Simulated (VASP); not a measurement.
Wanted: the native input for a VASP 6.6.1 run.

```
Task                   : single point
Functional             : PBE
Potentials or basis    : VASP PAW PBE potentials, release 64 (Rh_pv)
Cutoff                 : 520 eV
k mesh                 : 22 × 22 × 22
Occupations            : gaussian, width 0.15 eV
Spin                   : collinear spin, ferromagnetic start
Starting moments       : [0.875] μB
Fixed moment           : 0.875 μB
Dipole correction      : no
Further INCAR settings : ALGO = Normal; EDIFF = 1e-06; NBANDS = 18
```

The structure of Rh lies in POSCAR:

```
Rh
1.0
    0.0000000000      1.7924581564      1.7924581564
    1.7924581564      0.0000000000      1.7924581564
    1.7924581564      1.7924581564      0.0000000000
Rh
1
Direct
    0.0000000000      0.0000000000      0.0000000000
```

These files were run (other wordings do the same):

INCAR

```
SYSTEM = Rh
PREC = Accurate ; ENCUT = 520
EDIFF = 1E-6 ; ISMEAR = 0
SIGMA = 0.15 ; LREAL = .FALSE.
LASPH = .TRUE. ; NELM = 150
ALGO = Normal ; ISIF = 2
LWAVE = .FALSE. ; LCHARG = .FALSE.
ISPIN = 2 ; MAGMOM = 0.875
LORBIT = 11 ; NUPDOWN = 0.875
LMAXMIX = 4 ; GGA = PE
NBANDS = 18
```

KPOINTS

```
Automatic mesh
0
G
  22 22 22
  0 0 0
```

Potentials or basis: VASP PAW PBE potentials, release 64 (Rh_pv).

Launch:

```bash
$ cat potpaw_PBE.64/Rh_pv/POTCAR > POTCAR
$ mpirun -np 1 vasp_std > vasp.out
```

Results of the run:

```json
{
  "Pressure": "93.7 GPa",
  "Net moment": "0.88 μB per cell",
  "Site moments": "Rh +0.86 μB",
  "Valence electrons inside the program's atomic spheres": "Rh 14.20"
}
```

Caveat: the cell stands under pressure; the total moment is fixed, so each spin has its own Fermi level.

It took 66 s on 1 thread of AMD EPYC 9R45 96-Core Processor (Zen 5), with other jobs on the host, peak memory 0.18 GiB.
